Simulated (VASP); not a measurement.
A run of VASP 6.6.1:

Contents of INCAR:

```
ALGO = Normal ; EDIFF = 1E-6
ENCUT = 520 ; GGA = PS
ISIF = 2 ; ISMEAR = 0
LASPH = True ; LCHARG = False
LREAL = False ; LWAVE = False
NBANDS = 24 ; NELM = 80
PREC = Accurate ; SIGMA = 0.05
```

Contents of KPOINTS:

```
k-points
0
Gamma
  6 6 6
```

POSCAR

```
KCl
1.0
    0.0000000000     -3.1207041401     -3.1207041401
   -3.1207041401      0.0000000000     -3.1207041401
    3.1207041401      3.1207041401     -6.2414082803
K Cl
2 2
Direct
    0.4317237687      0.6066779185      0.4934919065
    0.1073247925      0.8803058944     -0.0065080935
    0.7284663983      0.7571778672      0.7571778672
    0.2284663983      0.2571778672      0.2571778672
```

Potentials or basis: VASP PAW PBE potentials, release 64 (K_sv, Cl).

Run with:

```bash
$ cat potpaw_PBE.64/K_sv/POTCAR potpaw_PBE.64/Cl/POTCAR > POTCAR
$ mpirun -np 1 vasp_std > vasp.out
```

Hardware: 1 thread of AMD EPYC 9R45 96-Core Processor (Zen 5), on a shared host.

**Question.** How long does it take, and how much memory?

**Answer.** Run time: 3.2 min on 1 thread of AMD EPYC 9R45 96-Core Processor (Zen 5), with other jobs on the host, peak memory 0.4 GiB. Counts: scf iterations 14, k points 112.
